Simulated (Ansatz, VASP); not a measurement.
Two plane-wave programs on ZrSi3

```
Zr Si
1.0
     0.00000    3.24254    3.24254
     3.24254    0.00000    3.24254
     3.24254    3.24254    0.00000
Zr Si
1 3
Direct
  0.00000 0.00000 0.00000
  0.25000 0.25000 0.25000
  0.50000 0.50000 0.50000
  0.75000 0.75000 0.75000
```

Change from the starting cell: species swapped into the TbMg3 type (Fm-3m, No. 225).

Alike in both runs: functional PBE; k mesh 12 × 12 × 12; occupations gaussian, width 0.1 eV; no spin polarisation.

Ansatz relaxed the structure, and its values are those at the end. VASP's run is a single point on that final structure, the one shown.

```csv
,VASP,Ansatz
version,VASP 6.6.1,Ansatz 0.2.0
potentials or method,"VASP PAW PBE potentials, release 64 (Zr_sv, Si), cutoff 520 eV","scalar-relativistic, plane waves, PAW"
valence electrons in the cell,24,24
```

```csv
,VASP,Ansatz,Ansatz less VASP
gap on the k mesh at the Fermi level (eV),none,none,-
pressure (GPa),0.0,0.0,0.00
```

A gap of «none» marks a metal or a gap that the smearing closes.
